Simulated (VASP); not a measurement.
# AlN (P6_3mc) in VASP: a series of runs, part 2 of 2

VASP 6.6.1. The steps go on from the part before.

## (4) Relaxation of the atoms, LDA

This run uses another cell than the first one, of 10.41 Å³/atom, 1.182 times its volume.

The input, INCAR:

```
SYSTEM = AlN
ALGO = Normal
EDIFF = 1E-6
EDIFFG = -0.01
ENCUT = 520
IBRION = 2
ISIF = 2
ISMEAR = 0
LASPH = .TRUE.
LCHARG = .FALSE.
LREAL = .FALSE.
LWAVE = .FALSE.
NELM = 80
NSW = 50
PREC = Accurate
SIGMA = 0.05
```

The input, KPOINTS:

```
k-points
0
G
  9 9 6
  0 0 0
```

The input, POSCAR:

```
AlN
1.0
    3.0577000000      0.0000000000      0.0000000000
   -1.5288500000      2.6480458772      0.0000000000
    0.0000000000      0.0000000000      5.1413000000
Al N
2 2
Direct
    0.3333333333      0.6666666667      0.0015210172
    0.6666666667      0.3333333333      0.5015210172
    0.3333333333      0.6666666667      0.3834789828
    0.6666666667      0.3333333333      0.8834789828
```

Potentials or basis: VASP PAW LDA potentials, release 64 (Al, N).

The run is started by

```sh
$ cat potpaw_LDA.64/Al/POTCAR potpaw_LDA.64/N/POTCAR > POTCAR
$ mpirun -np 1 vasp_std > vasp.out
```

OUTCAR:

```text
SYSTEM = AlN
   EDIFF = 1E-6
   EDIFFG = -0.01
   ENCUT = 520
   IBRION = 2
   ISIF = 2
   ISMEAR = 0
   LASPH = .TRUE.
   LREAL = .FALSE.
   NELM = 80
   NSW = 50
   PREC = Accurate

 ion  position               nearest neighbor table
   1  0.333  0.667  0.002-   4 1.87   4 1.87   4 1.87   3 1.96   2 3.12   2 3.12   2 3.12   2 3.12
                             2 3.12   2 3.12
   2  0.667  0.333  0.502-   3 1.87   3 1.87   3 1.87   4 1.96   1 3.12   1 3.12   1 3.12   1 3.12
                             1 3.12   1 3.12
   3  0.333  0.667  0.383-   2 1.87   2 1.87   2 1.87   1 1.96
   4  0.667  0.333  0.883-   1 1.87   1 1.87   1 1.87   2 1.96

  LATTYP: Found a hexagonal cell.
 ALAT       =     3.0577000000
 C/A-ratio  =     1.6814272165

  Lattice vectors:

 A1 = (   3.0577000000,   0.0000000000,   0.0000000000)
 A2 = (  -1.5288500000,   2.6480458772,   0.0000000000)
 A3 = (   0.0000000000,   0.0000000000,   5.1413000000)

Analysis of symmetry for initial positions (statically):
=====================================================================
 Subroutine PRICEL returns:
 Original cell was already a primitive cell.

 Routine SETGRP: Setting up the symmetry group for a
 hexagonal supercell.

 Subroutine GETGRP returns: Found 12 space group operations
 (whereof  6 operations were pure point group operations)
 out of a pool of 24 trial point group operations.

The static configuration has the point symmetry C_3v.
 The point group associated with its full space group is C_6v.

Analysis of symmetry for dynamics (positions and initial velocities):
=====================================================================
 Subroutine PRICEL returns:
 Original cell was already a primitive cell.

 Routine SETGRP: Setting up the symmetry group for a
 hexagonal supercell.

 Subroutine GETGRP returns: Found 12 space group operations
 (whereof  6 operations were pure point group operations)
 out of a pool of 24 trial point group operations.

The dynamic configuration has the point symmetry C_3v.
 The point group associated with its full space group is C_6v.

 Subroutine INISYM returns: Found 12 space group operations
 (whereof  6 operations are pure point group operations),
 and found     1 'primitive' translations

----------------------------------------------------------------------------------------

                                     Primitive cell

  volume of cell :      41.6287

  direct lattice vectors                    reciprocal lattice vectors
     3.057700000  0.000000000  0.000000000     0.327043202  0.188818481  0.000000000
    -1.528850000  2.648045877  0.000000000     0.000000000  0.377636962  0.000000000
     0.000000000  0.000000000  5.141300000     0.000000000  0.000000000  0.194503336

  length of vectors
     3.057700000  3.057700000  5.141300000     0.377636962  0.377636962  0.194503336

  position of ions in fractional coordinates (direct lattice)
     0.333333333  0.666666667  0.001521017
     0.666666667  0.333333333  0.501521017
     0.333333333  0.666666667  0.383478983
     0.666666667  0.333333333  0.883478983

  ion indices of the primitive-cell ions
   primitive index   ion index
                 1           1
[... 60 lines left out ...]
   dimension x,y,z NGX =    24 NGY =   24 NGZ =   40
   dimension x,y,z NGXF=    48 NGYF=   48 NGZF=   80
   ions per type =               2   2
   NGX,Y,Z   is equivalent  to a cutoff of  13.05, 13.05, 12.93 a.u.
   NGXF,Y,Z  is equivalent  to a cutoff of  26.10, 26.10, 25.87 a.u.
 SYSTEM =  AlN
   PREC   = accura    normal or accurate (medium, high low for compatibility)
   ISTART =      0    job   : 0-new  1-cont  2-samecut
   ICHARG =      2    charge: 1-file 2-atom 10-const
   ISPIN  =      1    spin polarized calculation?
   LNONCOLLINEAR =      F non collinear calculations
   LSORBIT =      F    spin-orbit coupling
   LASPH  =      T    aspherical Exc in radial PAW
   ENCUT  =  520.0 eV  38.22 Ry    6.18 a.u.   5.69  5.69  9.56*2*pi/ulx,y,z
   NELM   =     80;   NELMIN=  2; NELMDL= -5     # of ELM steps
   EDIFF  = 0.1E-05   stopping-criterion for ELM
   LREAL  =      F    real-space projection
   EDIFFG = -.1E-01   stopping-criterion for IOM
   NSW    =     50    number of steps for IOM
   IBRION =      2    ionic relax: 0-MD 1-quasi-New 2-CG
   NFREE  =      1    steps in history (QN), initial steepest desc. (CG)
   ISIF   =      2    stress and relaxation
   ISYM   =      2    0-nonsym 1-usesym 2-fastsym
   POTIM  = 0.5000    time-step for ionic-motion
   TEBEG  =    0.0;   TEEND  =   0.0 temperature during run
   PSTRESS=    0.0 pullay stress
   NELECT =      16.0000    total number of electrons
   NUPDOWN=      -1.0000    fix difference up-down
   EMIN   =  10.00;   EMAX   =-10.00  energy-range for DOS
   EFERMI =   0.00;   METHOD = LEGACY
   ISMEAR =     0;   SIGMA  =   0.05  broadening in eV -4-tet -1-fermi 0-gaus
   EFERMI_NEDOS =   21; number of points for ismear=-14 and -15
   IALGO  =     38    algorithm
   IMIX   =      4    mixing-type and parameters
     AMIX     =   0.40;   BMIX     =  1.00
     AMIX_MAG =   1.60;   BMIX_MAG =  1.00
  volume/ion in A,a.u.               =      10.41        70.23
  Fermi-wavevector in a.u.,A,eV,Ry     =   1.190283  2.249310 19.276389  1.416775
  Thomas-Fermi vector in A             =   2.326372
   LORBIT       =      0    0 simple, 1 ext, 2 COOP (PROOUT), +10 PAW based schemes
   GGA     = CA    functional components
   LHFCALC =     F    Hartree Fock is set to
   AEXX    =    0.0000 exact exchange contribution
   IVDW    =     0    specifies the selected vdW correction
   LEPSILON=     F    determine dielectric tensor
   LRPA    =     F    only Hartree local field effects (RPA)
 conjugate gradient relaxation of ions
 non-spin polarized calculation
 Gauss-broadening in eV      SIGMA  =   0.05
  energy-cutoff  :      520.00
  volume of cell :       41.63
 maximum number of plane-waves:      1130
 NGX is ok and might be reduce to    24
   NGX = 11   NGY = 11   NGZ = 19

--------------------------------------- Ionic step        1  -------------------------------------------

 number of electron      15.9999998 magnetization

 Free energy of the ion-electron system (eV)
  ---------------------------------------------------
  ext. energy  EPLUGINS =         0.00000000
  ---------------------------------------------------
  free energy    TOTEN  =       -32.75400614 eV

  energy without entropy =      -32.75400614  energy(sigma->0) =      -32.75400614

------------------------ aborting loop because EDIFF is reached ----------------------------------------

  FORCE on cell =-STRESS in cart. coord.  units (eV):
  Direction    XX          YY          ZZ          XY          YZ          ZX
  --------------------------------------------------------------------------------------
  -------------------------------------------------------------------------------------
  Total        1.0603156      1.0603156     -3.8760796      0.0000000      0.0000000     -0.0000000
  in kB       40.8086663     40.8086663   -149.1797732      0.0000000      0.0000000     -0.0000000
  external PRESSURE =     -22.5208135 kB  Pullay stress =       0.0000000 kB
[... 63 lines left out ...]
--------------------------------------- Ionic step        3  -------------------------------------------

 number of electron      15.9999999 magnetization

 Free energy of the ion-electron system (eV)
  ---------------------------------------------------
  ext. energy  EPLUGINS =         0.00000000
  ---------------------------------------------------
  free energy    TOTEN  =       -32.77418506 eV

  energy without entropy =      -32.77418506  energy(sigma->0) =      -32.77418506

 E-fermi :   6.0771     XC(G=0): -11.2625

 val. band max:        5.8401423047   @ k =   0.0000   0.0000   0.0000
 cond. band min:      10.0777308253   @ k =   0.0000   0.0000   0.0000
 fundamental gap:      4.2375885206
 Fermi energy:         6.0771357028

 k-point     1 :       0.0000    0.0000    0.0000
  band No.  band energies     occupation
      1      -9.1216      2.00000
      2      -7.0929      2.00000
      3      -0.3250      2.00000
      4       5.3120      2.00000
      5       5.3120      2.00000
      6       5.6199      2.00000
      7       5.8401      2.00000
      8       5.8401      2.00000
      9      10.0777      0.00000
     10      12.9656      0.00000
     11      16.0785      0.00000
     12      17.3773      0.00000
[... 331 lines left out ...]
 k-point    24 :       0.3333    0.3333    0.1667
  band No.  band energies     occupation
      1      -6.4530      2.00000
      2      -6.4530      2.00000
      3       1.2320      2.00000
      4       1.7538      2.00000
      5       1.7538      2.00000
      6       3.0740      2.00000
      7       3.9266      2.00000
      8       3.9266      2.00000
      9      10.9120      0.00000
     10      14.1391      0.00000
     11      14.7883      0.00000
     12      14.7883      0.00000

 [... further k-points ...]
[... 5 lines left out ...]
  --------------------------------------------------------------------------------------
  -------------------------------------------------------------------------------------
  Total        0.5696998      0.5696998     -3.3407759      0.0000000      0.0000000     -0.0000000
  in kB       21.9261971     21.9261971   -128.5773906      0.0000000      0.0000000     -0.0000000
  external PRESSURE =     -28.2416655 kB  Pullay stress =       0.0000000 kB
[... 19 lines left out ...]
  FREE ENERGIE OF THE ION-ELECTRON SYSTEM (eV)
  ---------------------------------------------------
  free  energy   TOTEN  =       -32.7741850581 eV

  energy  without entropy=      -32.7741850581  energy(sigma->0) =      -32.77418506

 reached required accuracy - stopping structural energy minimisation
```

It took 26 s on 1 thread of Intel Xeon Platinum 8259CL at 2.50GHz (Skylake/Cascade Lake), shared host; peak memory 0.15 GiB.

Results:

```yaml
Free_energy: -32.7742 eV
Energy_gained_by_relaxing: 5.0 meV/atom
Ionic_steps: 3
Pressure_after_relaxing: -2.8 GPa
Band_gap_on_the_k_mesh: 4.24 eV, direct
```

Step by step:
```
step  energy change (eV)  largest force (eV/Å)  pressure (GPa)
   1              0.0000                0.4653           -2.25
   2             -0.0201                0.0389           -2.85
   3             -0.0202                0.0013           -2.82
```

Final structure:
```
CELL_PARAMETERS angstrom
3.05770 0.00000 0.00000
-1.52885 2.64805 0.00000
0.00000 0.00000 5.14130
ATOMIC_POSITIONS crystal
Al 0.33333 0.66667 0.00558
Al 0.66667 0.33333 0.50558
N 0.33333 0.66667 0.37942
N 0.66667 0.33333 0.87942
```

## (5) Relaxation of the atoms, LDA

This run uses another cell than the first one, of 10.40 Å³/atom, 1.181 times its volume.

The input, INCAR:

```
SYSTEM = AlN
PREC     = Accurate       ! precision mode
ENCUT    = 520            ! plane-wave cutoff, eV
EDIFF    = 1E-7           ! SCF threshold, eV
ISMEAR   = 0              ! smearing method
SIGMA    = 0.05           ! smearing width, eV
LREAL    = .False.        ! projectors in reciprocal space
LASPH    = .True.         ! aspherical terms in the spheres
NELM     = 60             ! most SCF steps
ALGO     = Normal         ! electronic algorithm
ISIF     = 2              ! what is computed and relaxed
LWAVE    = .False.        ! write WAVECAR
LCHARG   = .False.        ! write CHGCAR
GGA      = CA             ! functional
IBRION   = 2              ! ionic algorithm
NSW      = 50             ! ionic steps
EDIFFG   = -0.01          ! ionic threshold
```

The input, KPOINTS:

```
regular mesh
0
Gamma
  9 9 6
  0 0 0
```

The input, POSCAR:

```
AlN
1.0
    3.1813000000      0.0000000000      0.0000000000
   -1.5906500000      2.7550866171      0.0000000000
    0.0000000000      0.0000000000      4.7458000000
Al N
2 2
Direct
    0.3333333333      0.6666666667      0.0015210172
    0.6666666667      0.3333333333      0.5015210172
    0.3333333333      0.6666666667      0.3834789828
    0.6666666667      0.3333333333      0.8834789828
```

The run is started by

```sh
$ cat potpaw_LDA.64/Al/POTCAR potpaw_LDA.64/N/POTCAR > POTCAR
$ mpirun -np 1 vasp_std > vasp.out
```

Run time: 29 s. Hardware: 1 thread of Intel Xeon Platinum 8259CL at 2.50GHz (Skylake/Cascade Lake), shared host; peak memory 0.14 GiB.

It converged, with:

```yaml
Free_energy: -32.7302 eV
Energy_gained_by_relaxing: 18.4 meV/atom
Ionic_steps: 3
Pressure_after_relaxing: -4.5 GPa
Band_gap_on_the_k_mesh: 3.82 eV, direct
```

Forces on the atoms (eV/Å):
```
Al   0.000  0.000 -0.002
Al   0.000  0.000 -0.002
N    0.000  0.000  0.002
N    0.000  0.000  0.002
```

Stress tensor (GPa, compression positive):
```
-9.67  0.00  0.00
 0.00 -9.67  0.00
 0.00  0.00  5.79
```

Step by step:
```csv
step,energy change (eV),largest force (eV/Å),pressure (GPa)
1,0.0000,1.0838,-2.47
2,-0.0631,0.3247,-5.01
3,-0.0736,0.0022,-4.52
```

Final structure:
```
CELL_PARAMETERS angstrom
3.18130 0.00000 0.00000
-1.59065 2.75509 0.00000
0.00000 0.00000 4.74580
ATOMIC_POSITIONS crystal
Al 0.33333 0.66667 0.99381
Al 0.66667 0.33333 0.49381
N 0.33333 0.66667 0.39119
N 0.66667 0.33333 0.89119
```

Levels at points of the mesh, in eV from the valence-band top:
```tsv
k point	band 6	band 7	band 8	band 9	band 10	band 11
(0.00, 0.00, 0.00)	-0.78	-0.78	0.00	3.82	5.54	9.88
(0.00, 0.00, 0.50)	-1.24	-1.24	-1.24	5.84	5.84	10.03
```

A k mesh can miss the band edges.

## (6) Summary

| cell | gap on the mesh (eV) | pressure (GPa) |
| --- | --- | --- |
| atoms relaxed from a = 3.058, b = 3.058, c = 4.350 Å, angles 90.0, 90.0, 120.0°, 4 atoms | 4.67 | 35.6 |
| atoms relaxed from a = 2.996, b = 2.996, c = 4.548 Å, angles 90.0, 90.0, 120.0°, 4 atoms | 4.82 | 39.5 |
| atoms relaxed from a = 3.058, b = 3.058, c = 5.141 Å, angles 90.0, 90.0, 120.0°, 4 atoms | 4.24 | -2.8 |
| atoms relaxed from a = 3.181, b = 3.181, c = 4.746 Å, angles 90.0, 90.0, 120.0°, 4 atoms | 3.82 | -4.5 |

Alike in all rows: task relaxation of the atoms; level LDA; potentials or basis VASP PAW LDA potentials, release 64 (Al, N); no spin polarisation; k mesh 9 × 9 × 6; cutoff (eV) 520; smearing gaussian 0.05 eV.

Total energies depend on the potentials used, so only differences within one code and one set of settings carry meaning.

## (7) Comparison with measurements

Step 4. Against the measured gap of AlN, 6.0343 eV (an exciton energy, a little under the gap; 0 K; quoted in “Structural and optical properties of self-assembled AlN nanowires grown on SiO2/Si substrates by molecular beam epitaxy”, 2024, arxiv:2402.00216), the calculated 4.24 eV is off by -1.80 eV. 2 values of this kind are on record (6.034 to 6.0343 eV); this one was drawn at random. The value is that of LDA on a finite k mesh, which can miss the band edges, without temperature or zero-point motion. Semilocal functionals fall short of measured gaps as a rule.
